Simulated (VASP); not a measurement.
# CaCuO4 (P-1) in VASP: single point with r2SCAN

Aim: the single point of CaCuO4 with r2SCAN.

Program: VASP 6.6.1. These are calculated values, not measurements. Logs are shortened: lines on timing, memory, paths and dates and some standing lists are left out, and cuts for length are marked.

### Step 1. The cell of the first run

The typed cell holds 12 atoms: a = 4.919 Å, b = 6.119 Å, c = 5.172 Å, α = 91.34°, β = 91.48°, γ = 84.68°.

### Step 2. Single point, r2SCAN

Contents of POSCAR:

```
CaCuO4
1.0
    4.9194020000      0.0000000000      0.0000000000
    0.5673820000      6.0930730000      0.0000000000
   -0.1335800000     -0.1090250000      5.1688860000
Cu Ca O
2 2 8
Direct
    0.4977000000      0.6621000000      0.2458000000
    0.5023000000      0.3379000000      0.7542000000
    0.0160700000      0.1769000000      0.2520800000
    0.9839300000      0.8231000000      0.7479200000
    0.2526000000      0.3580000000      0.4232000000
    0.7474000000      0.6420000000      0.5768000000
    0.2178000000      0.8880000000      0.4306000000
    0.7822000000      0.1120000000      0.5694000000
    0.7388000000      0.3870000000      0.0941000000
    0.2612000000      0.6130000000      0.9059000000
    0.7763000000      0.9040000000      0.0613000000
    0.2237000000      0.0960000000      0.9387000000
```

Contents of INCAR.step1:

```
SYSTEM = CaCuO4
PREC     = Accurate       ! precision mode
ENCUT    = 520            ! plane-wave cutoff, eV
ISMEAR   = -1             ! smearing method
SIGMA    = 0.1            ! smearing width, eV
LREAL    = .False.        ! projectors in reciprocal space
LASPH    = .True.         ! aspherical terms in the spheres
NELM     = 100            ! most SCF steps
NBANDS   = 57             ! bands
GGA      = PE             ! functional
ALGO     = Normal         ! electronic algorithm
EDIFF    = 1E-4           ! SCF threshold, eV
LWAVE    = .True.         ! write WAVECAR
LCHARG   = .False.        ! write CHGCAR
```

Contents of INCAR.step2:

```
SYSTEM = CaCuO4
PREC     = Accurate       ! precision mode
ENCUT    = 520            ! plane-wave cutoff, eV
EDIFF    = 1E-6           ! SCF threshold, eV
ISMEAR   = -1             ! smearing method
SIGMA    = 0.1            ! smearing width, eV
LREAL    = .False.        ! projectors in reciprocal space
LASPH    = .True.         ! aspherical terms in the spheres
NELM     = 100            ! most SCF steps
ALGO     = Normal         ! electronic algorithm
ISIF     = 2              ! what is computed and relaxed
LWAVE    = .False.        ! write WAVECAR
LCHARG   = .False.        ! write CHGCAR
METAGGA  = R2SCAN         ! meta-GGA
LMIXTAU  = .True.       
NBANDS   = 57             ! bands
ISTART   = 1
```

Contents of KPOINTS:

```
Automatic mesh
0
Gamma
  4 3 4
  0 0.5 0.5
```

Potentials or basis: VASP PAW PBE potentials, release 64 (Cu, Ca_sv, O).

The run is started by

```sh
$ cat potpaw_PBE.64/Cu/POTCAR potpaw_PBE.64/Ca_sv/POTCAR potpaw_PBE.64/O/POTCAR > POTCAR
$ cp INCAR.step1 INCAR
$ mpirun -np 1 vasp_std > vasp.out
$ cp INCAR.step2 INCAR
$ mpirun -np 1 vasp_std > vasp.out
```

OUTCAR:

```text
SYSTEM = CaCuO4
   PREC = Accurate
   ENCUT = 520
   EDIFF = 1E-6
   ISMEAR = -1
   LREAL = .False.
   LASPH = .True.
   NELM = 100
   ISIF = 2
   METAGGA = R2SCAN
   ISTART = 1

 ion  position               nearest neighbor table
   1  0.498  0.662  0.246-   6 2.08   7 2.09  10 2.11   9 2.11  11 2.34
   2  0.502  0.338  0.754-   5 2.08   8 2.09   9 2.11  10 2.11  12 2.34
   3  0.016  0.177  0.252-   5 1.87   9 1.96  12 1.97   8 2.09   7 2.16  11 2.32
   4  0.984  0.823  0.748-   6 1.87  10 1.96  11 1.97   7 2.09   8 2.16  12 2.32
   5  0.253  0.358  0.423-   3 1.87   2 2.08
   6  0.747  0.642  0.577-   4 1.87   1 2.08
   7  0.218  0.888  0.431-   1 2.09   4 2.09   3 2.16
   8  0.782  0.112  0.569-   2 2.09   3 2.09   4 2.16
   9  0.739  0.387  0.094-   3 1.96   2 2.11   1 2.11
  10  0.261  0.613  0.906-   4 1.96   1 2.11   2 2.11
  11  0.776  0.904  0.061-   4 1.97   3 2.32   1 2.34
  12  0.224  0.096  0.939-   3 1.97   4 2.32   2 2.34

  LATTYP: Found a triclinic cell.
 ALAT       =     7.0450948288
 B/A-ratio  =     0.7340938900
 C/A-ratio  =     1.0628242585
 COS(alpha) =     0.0021421651
 COS(beta)  =     0.4074248873
 COS(gamma) =     0.7160583788

  Lattice vectors:

 A1 = (   4.7858220000,  -0.1090250000,   5.1688860000)
 A2 = (  -0.1335800000,  -0.1090250000,   5.1688860000)
 A3 = (   4.3520200000,  -6.0930730000,   0.0000000000)

Analysis of symmetry for initial positions (statically):
=====================================================================
 Subroutine PRICEL returns:
 Original cell was already a primitive cell.

 Routine SETGRP: Setting up the symmetry group for a
 triclinic supercell.

 Subroutine GETGRP returns: Found  2 space group operations
 (whereof  2 operations were pure point group operations)
 out of a pool of  2 trial point group operations.

The static configuration has the point symmetry S_2 .

Analysis of symmetry for dynamics (positions and initial velocities):
=====================================================================
 Subroutine PRICEL returns:
 Original cell was already a primitive cell.

 Routine SETGRP: Setting up the symmetry group for a
 triclinic supercell.

 Subroutine GETGRP returns: Found  2 space group operations
 (whereof  2 operations were pure point group operations)
 out of a pool of  2 trial point group operations.

The dynamic configuration has the point symmetry S_2 .

 Subroutine INISYM returns: Found  2 space group operations
 (whereof  2 operations are pure point group operations),
 and found     1 'primitive' translations

----------------------------------------------------------------------------------------

                                     Primitive cell

  volume of cell :     154.9336

  direct lattice vectors                    reciprocal lattice vectors
     4.919402000  0.000000000  0.000000000     0.203276740 -0.018928965  0.004854039
     0.567382000  6.093073000  0.000000000     0.000000000  0.164120798  0.003461727
    -0.133580000 -0.109025000  5.168886000     0.000000000  0.000000000  0.193465284

  length of vectors
     4.919402000  6.119433055  5.171761068     0.204213859  0.164157302  0.193465284

  position of ions in fractional coordinates (direct lattice)
     0.497700000  0.662100000  0.245800000
     0.502300000  0.337900000  0.754200000
     0.016070000  0.176900000  0.252080000
     0.983930000  0.823100000  0.747920000
     0.252600000  0.358000000  0.423200000
     0.747400000  0.642000000  0.576800000
     0.217800000  0.888000000  0.430600000
     0.782200000  0.112000000  0.569400000
     0.738800000  0.387000000  0.094100000
     0.261200000  0.613000000  0.905900000
     0.776300000  0.904000000  0.061300000
     0.223700000  0.096000000  0.938700000

  ion indices of the primitive-cell ions
   primitive index   ion index
                 1           1
                 2           2
                 3           3
                 4           4
                 5           5
                 6           6
                 7           7
                 8           8
                 9           9
                10          10
                11          11
                12          12

----------------------------------------------------------------------------------------

 KPOINTS: Automatic mesh

Automatic generation of k-mesh.
 Grid dimensions read from file:
 generate k-points for:    4    3    4

 Generating k-lattice:

  Cartesian coordinates                     Fractional coordinates (reciprocal lattice)
     0.050819185 -0.004732241  0.001213510     0.250000000  0.000000000  0.000000000
     0.000000000  0.054706933  0.001153909     0.000000000  0.333333333 -0.000000000
     0.000000000  0.000000000  0.048366321     0.000000000  0.000000000  0.250000000

  Length of vectors
     0.051053465  0.054719101  0.048366321

  Shift w.r.t. Gamma in fractional coordinates (k-lattice)
     0.000000000  0.500000000  0.500000000

 Subroutine IBZKPT returns following result:
 ===========================================

 Found     24 irreducible k-points:

 Following reciprocal coordinates:
            Coordinates               Weight
  0.000000  0.166667  0.125000      2.000000
  0.250000  0.166667  0.125000      2.000000
  0.500000  0.166667  0.125000      2.000000
 -0.250000  0.166667  0.125000      2.000000
  0.000000  0.500000  0.125000      2.000000
  0.250000  0.500000  0.125000      2.000000
[... 16 lines left out ...]
  0.500000 -0.166667  0.375000      2.000000
 -0.250000 -0.166667  0.375000      2.000000
   k-points           NKPTS =     24   k-points in BZ     NKDIM =     24   number of bands    NBANDS=     57
   number of dos      NEDOS =    301   number of ions     NIONS =     12
   total plane-waves  NPLWV =  76800
   dimension x,y,z NGX =    40 NGY =   48 NGZ =   40
   dimension x,y,z NGXF=    80 NGYF=   96 NGZF=   80
   ions per type =               2   2   8
   NGX,Y,Z   is equivalent  to a cutoff of  13.52, 13.04, 12.86 a.u.
   NGXF,Y,Z  is equivalent  to a cutoff of  27.04, 26.08, 25.72 a.u.
 SYSTEM =  CaCuO4
   PREC   = accura    normal or accurate (medium, high low for compatibility)
   ISTART =      1    job   : 0-new  1-cont  2-samecut
   ICHARG =      0    charge: 1-file 2-atom 10-const
   ISPIN  =      1    spin polarized calculation?
   LNONCOLLINEAR =      F non collinear calculations
   LSORBIT =      F    spin-orbit coupling
   LASPH  =      T    aspherical Exc in radial PAW
   ENCUT  =  520.0 eV  38.22 Ry    6.18 a.u.   9.15 11.38  9.62*2*pi/ulx,y,z
   NELM   =    100;   NELMIN=  2; NELMDL=  0     # of ELM steps
   EDIFF  = 0.1E-05   stopping-criterion for ELM
   LREAL  =      F    real-space projection
   EDIFFG = 0.1E-04   stopping-criterion for IOM
   NSW    =      0    number of steps for IOM
   IBRION =     -1    ionic relax: 0-MD 1-quasi-New 2-CG
   NFREE  =      0    steps in history (QN), initial steepest desc. (CG)
   ISIF   =      2    stress and relaxation
   ISYM   =      2    0-nonsym 1-usesym 2-fastsym
   POTIM  = 0.5000    time-step for ionic-motion
   TEBEG  =    0.0;   TEEND  =   0.0 temperature during run
   PSTRESS=    0.0 pullay stress
   NELECT =      90.0000    total number of electrons
   NUPDOWN=      -1.0000    fix difference up-down
   EMIN   =  10.00;   EMAX   =-10.00  energy-range for DOS
   EFERMI =   0.00;   METHOD = LEGACY
   ISMEAR =    -1;   SIGMA  =   0.10  broadening in eV -4-tet -1-fermi 0-gaus
   EFERMI_NEDOS =   21; number of points for ismear=-14 and -15
   IALGO  =     38    algorithm
   IMIX   =      4    mixing-type and parameters
     AMIX     =   0.40;   BMIX     =  1.00
     AMIX_MAG =   1.60;   BMIX_MAG =  1.00
  volume/ion in A,a.u.               =      12.91        87.13
  Fermi-wavevector in a.u.,A,eV,Ry     =   1.365968  2.581305 25.386675  1.865868
  Thomas-Fermi vector in A             =   2.492150
   LORBIT       =      0    0 simple, 1 ext, 2 COOP (PROOUT), +10 PAW based schemes
   METAGGA = R2SCAN    functional components
   LHFCALC =     F    Hartree Fock is set to
   AEXX    =    0.0000 exact exchange contribution
   IVDW    =     0    specifies the selected vdW correction
   LEPSILON=     F    determine dielectric tensor
   LRPA    =     F    only Hartree local field effects (RPA)
 non-spin polarized calculation
  energy-cutoff  :      520.00
  volume of cell :      154.93
 maximum number of plane-waves:      4184
 NGX is ok and might be reduce to    40
   NGX = 19   NGY = 23   NGZ = 19

 number of electron      90.0000015 magnetization

 Free energy of the ion-electron system (eV)
  ---------------------------------------------------
  ext. energy  EPLUGINS =         0.00000000
  ---------------------------------------------------
  free energy    TOTEN  =       -82.67030242 eV

  energy without entropy =      -82.07227398  energy(sigma->0) =      -82.37128820

 E-fermi :  -0.2526     XC(G=0): -10.6861

 val. band max:       -0.2547462017   @ k =   0.0000  -0.1667   0.1250
 cond. band min:      -0.2470621585   @ k =  -0.2500   0.5000   0.3750
 fundamental gap:      0.0076840432
 Fermi energy:        -0.2525922387

 k-point     1 :       0.0000    0.1667    0.1250
  band No.  band energies     occupation
      1     -36.9004      2.00000
      2     -36.8419      2.00000
      3     -19.6032      2.00000
      4     -19.3585      2.00000
      5     -19.2978      2.00000
      6     -19.0157      2.00000
[... 49 lines left out ...]
     56      10.5521      0.00000
     57      10.6180      0.00000

 k-point     2 :       0.2500    0.1667    0.1250
  band No.  band energies     occupation
      1     -36.9002      2.00000
      2     -36.8417      2.00000
      3     -19.5927      2.00000
      4     -19.4450      2.00000
      5     -19.2687      2.00000
      6     -18.9749      2.00000
[... 49 lines left out ...]
     56      10.5182      0.00000
     57      10.7455      0.00000

 k-point     3 :       0.5000    0.1667    0.1250
  band No.  band energies     occupation
      1     -36.8999      2.00000
      2     -36.8416      2.00000
      3     -19.5970      2.00000
      4     -19.4939      2.00000
      5     -19.2649      2.00000
      6     -19.0116      2.00000
[... 1194 lines left out ...]
      1     -36.8829      2.00000
      2     -36.8583      2.00000
      3     -19.6172      2.00000
      4     -19.4005      2.00000
      5     -19.3851      2.00000
      6     -19.1549      2.00000
[... 49 lines left out ...]
     56      10.5462      0.00000
     57      10.6730      0.00000

 k-point    24 :      -0.2500   -0.1667    0.3750
  band No.  band energies     occupation
      1     -36.8831      2.00000
      2     -36.8585      2.00000
      3     -19.6450      2.00000
      4     -19.3890      2.00000
      5     -19.3092      2.00000
      6     -19.1686      2.00000
[... 49 lines left out ...]
     56      10.3897      0.00000
     57      10.6337      0.00000

------------------------ aborting loop because EDIFF is reached ----------------------------------------

  FORCE on cell =-STRESS in cart. coord.  units (eV):
  Direction    XX          YY          ZZ          XY          YZ          ZX
  --------------------------------------------------------------------------------------
  -------------------------------------------------------------------------------------
  Total        5.5681754      4.2126325      6.1973275      1.5811199     -1.3025322      0.5555840
  in kB       57.5808192     43.5630734     64.0869170     16.3504512    -13.4695599      5.7453260
  external PRESSURE =      55.0769365 kB  Pullay stress =       0.0000000 kB

 VOLUME and BASIS-vectors are now :
 -----------------------------------------------------------------------------
  energy-cutoff  :      520.00
  volume of cell :      154.93
      direct lattice vectors                 reciprocal lattice vectors
     4.919402000  0.000000000  0.000000000     0.203276740 -0.018928965  0.004854039
     0.567382000  6.093073000  0.000000000     0.000000000  0.164120798  0.003461727
    -0.133580000 -0.109025000  5.168886000     0.000000000  0.000000000  0.193465284

 POSITION                                       TOTAL-FORCE (eV/Angst)
 -----------------------------------------------------------------------------------
      2.79122      4.00743      1.27051         0.150026     -0.624626      0.227172
      2.56199      1.97662      3.89837        -0.150026      0.624626     -0.227172
      0.14575      1.05038      1.30297        -2.445116     -2.688374      0.213700
      5.20745      4.93367      3.86591         2.445116      2.688374     -0.213700
      1.38923      2.13518      2.18747         5.474360      3.690154      4.190028
      3.96397      3.84887      2.98141        -5.474360     -3.690154     -4.190028
      1.51776      5.36370      2.22572         2.837924     -1.985717     -2.096535
      3.83544      0.62035      2.94316        -2.837924      1.985717      2.096535
      3.84146      2.34776      0.48639        -4.332482      3.758219     -2.726318
      1.51174      3.63629      4.68249         4.332482     -3.758219      2.726318
      4.32366      5.50145      0.31685        -2.810258     -0.040035      3.458106
      1.02955      0.48259      4.85203         2.810258      0.040035     -3.458106
 -----------------------------------------------------------------------------------
    total drift:                                0.000000      0.000000     -0.000000

  FREE ENERGIE OF THE ION-ELECTRON SYSTEM (eV)
  ---------------------------------------------------
  free  energy   TOTEN  =       -82.6703024223 eV

  energy  without entropy=      -82.0722739831  energy(sigma->0) =      -82.37128820
```

Run time: 24 min. Hardware: 1 thread of Intel Xeon 8259CL, shared host; peak memory 0.4 GiB.

Results:

```
Free energy            : -82.6703 eV
Pressure               : 5.5 GPa
Largest force          : 7.819 eV/Å
Band gap on the k mesh : zero (bands 45 and 46 overlap by 0.13 eV)
```

Forces in eV/Å, atoms in the order of the input:
```
Cu   0.150 -0.625  0.227
Cu  -0.150  0.625 -0.227
Ca  -2.445 -2.688  0.214
Ca   2.445  2.688 -0.214
O    5.474  3.690  4.190
O   -5.474 -3.690 -4.190
O    2.838 -1.986 -2.097
O   -2.838  1.986  2.097
O   -4.332  3.758 -2.726
O    4.332 -3.758  2.726
O   -2.810 -0.040  3.458
O    2.810  0.040 -3.458
```

Caveat: the cell stands under pressure; the PAW data sets were made with another functional, which shifts forces and pressure a little; semilocal functionals often make such compounds metallic where correlation or magnetic order opens a gap, which also shifts bond lengths. With open d or f shells a metallic result of r2SCAN can be an artefact of self-interaction; +U or a hybrid may open a gap.
